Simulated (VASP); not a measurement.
A run of VASP 6.6.1 is set up as follows.

INCAR

```
SYSTEM = Mo
PREC = Accurate
ENCUT = 520
EDIFF = 1E-6
ISMEAR = -1
SIGMA = 0.1
LREAL = .False.
LASPH = .True.
NELM = 100
ALGO = Normal
ISIF = 2
LWAVE = .False.
LCHARG = .False.
GGA = PE
NBANDS = 36
```

Contents of KPOINTS:

```
regular mesh
0
Gamma
  15 15 4
  0 0 0
```

POSCAR

```
Mo
1.0
    2.8104538573      0.0000000000      0.0000000000
   -1.4052269287      2.4339244366      0.0000000000
    0.0000000000      0.0000000000      9.7786108404
Mo
4
Direct
    0.0000000000      1.0000000000      0.0000000000
    0.0000000000      0.0000000000      0.5000000000
    0.3333333333      0.6666666667      0.2500000000
    0.6666666667      0.3333333333      0.7500000000
```

Potentials or basis: VASP PAW PBE potentials, release 64 (Mo_sv).

Launch:

```bash
$ cat potpaw_PBE.64/Mo_sv/POTCAR > POTCAR
$ mpirun -np 1 vasp_std > vasp.out
```

**Question.** Predict the band gap on the k mesh.

**Answer.** Zero (bands 28 and 29 overlap by 1.65 eV).

**Question.** What does it give for the pressure?

**Answer.** -8.2 GPa.

Stress tensor (GPa, compression positive):
```
-8.59  0.00  0.00
 0.00 -8.59  0.00
 0.00  0.00 -7.55
```

Caveat: the cell stands under tension.
